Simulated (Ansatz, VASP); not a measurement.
## Be3Cd2S in VASP and in Ansatz

Contents of INCAR:

```
SYSTEM = Be3Cd2S
PREC     = Accurate       ! precision mode
ENCUT    = 520            ! plane-wave cutoff, eV
EDIFF    = 1E-6           ! SCF threshold, eV
ISMEAR   = 0              ! smearing method
SIGMA    = 0.1            ! smearing width, eV
LREAL    = .False.        ! projectors in reciprocal space
LASPH    = .True.         ! aspherical terms in the spheres
NELM     = 100            ! most SCF steps
ALGO     = Normal         ! electronic algorithm
ISIF     = 2              ! what is computed and relaxed
LWAVE    = .False.        ! write WAVECAR
LCHARG   = .False.        ! write CHGCAR
GGA      = PE             ! functional
NBANDS   = 27             ! bands
```

File KPOINTS:

```
regular mesh
0
Gamma
  6 6 6
  0 0 0
```

POSCAR

```
Be3Cd2S
1.0
    5.4852459500      0.0000000000      0.0000000000
   -2.7426229700      4.7503623400      0.0000000000
    0.0000000000      0.0000000000      3.3063177800
Be Cd S
3 2 1
Direct
    0.5000000000      0.0000000000      0.5000000000
    0.0000000000      0.5000000000      0.5000000000
    0.5000000000      0.5000000000      0.5000000000
    0.3333333300      0.6666666700      0.0000000000
    0.6666666700      0.3333333300      0.0000000000
    0.0000000000      0.0000000000      0.0000000000
```

Input for Ansatz:

```yaml
crystal:
  lattice:
    - [5.48524595, 0.0, 0.0]
    - [-2.74262297, 4.75036234, 0.0]
    - [0.0, 0.0, 3.30631778]
  atoms:
    - { symbol: Be, position: [0.5, 0.0, 0.5] }
    - { symbol: Be, position: [0.0, 0.5, 0.5] }
    - { symbol: Be, position: [0.5, 0.5, 0.5] }
    - { symbol: Cd, position: [0.33333333, 0.66666667, 0.0] }
    - { symbol: Cd, position: [0.66666667, 0.33333333, 0.0] }
    - { symbol: S, position: [0.0, 0.0, 0.0] }
basis:
  ecutwfc: 420
kpoints:
  mp_grid: { grid: [6, 6, 6] }
hamiltonian:
  xc: pbe
scf:
  occupations: { method: gaussian, width: 0.1 }
  lower_state_search: "off"
output:
  forces: true
  stress: true
  eigenvalues: true
```

Change from the starting cell: species swapped into the ScCo3B2 type (P6/mmm, No. 191).

Alike in both runs: task single point; functional PBE; k mesh 6 × 6 × 6; occupations gaussian, width 0.1 eV; no spin polarisation.

```csv
,VASP,Ansatz
version,VASP 6.6.1,Ansatz 0.2.0
potentials or method,"VASP PAW PBE potentials, release 64 (Be, Cd, S), cutoff 520 eV","scalar-relativistic, plane waves, PAW"
valence electrons in the cell,36,52
```

Ansatz gave:

```
gap on the k mesh at the Fermi level (eV)                     : none
pressure (GPa)                                                : 16.7
traceless stress, the component that is largest in VASP (GPa) : 15.55
```

Task: Which values does VASP return?

Result: gap on the k mesh at the Fermi level (eV): none; pressure (GPa): 17.1; traceless stress, the component that is largest in VASP (GPa): 15.58.

A gap of «none» marks a metal or a gap that the smearing closes. VASP's potentials hold 36 valence electrons a cell and Ansatz's 52, so a difference there can come from the potentials and not from the codes.
